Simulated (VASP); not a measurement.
V, 2 atoms in the cell. The structure is hexagonal, space group P6_3/mmc (No. 194). Conventional cell: a = 2.109 Å, b = 2.109 Å, c = 3.801 Å, α = 90.00°, β = 90.00°, γ = 120.00°. Within 2.8 Å of V (site symmetry -6m2) lie 12 V at 2.11 to 2.26 Å. 

* Program: VASP 6.6.1
* Task: relaxation of shape and atoms at fixed volume
* Functional: PBEsol
* Potentials or basis: VASP PAW PBE potentials, release 64 (V_sv)
* Cutoff: 600 eV
* k mesh: 16 × 16 × 9
* Occupations: fermi-dirac, width 0.05 eV
* Spin: no spin polarisation
* Dipole correction: no
* Further INCAR settings: ALGO = Normal; EDIFF = 1e-06; IBRION = 2; EDIFFG = -0.005; NSW = 50; ISIF = 4

Potentials or basis: VASP PAW PBE potentials, release 64 (V_sv).

Run with:

```sh
$ cat potpaw_PBE.64/V_sv/POTCAR > POTCAR
$ mpirun -np 1 vasp_std > vasp.out
```

Hardware: 1 thread of Intel(R) Xeon(R) Platinum 8488C (Sapphire Rapids), with other jobs on the host.

Estimate the wall time of this run.

Run time: 93 s on 1 thread of Intel(R) Xeon(R) Platinum 8488C (Sapphire Rapids) (shared host), peak memory 0.16 GiB. Counts: scf iterations 25, k points 150, ion steps 3.
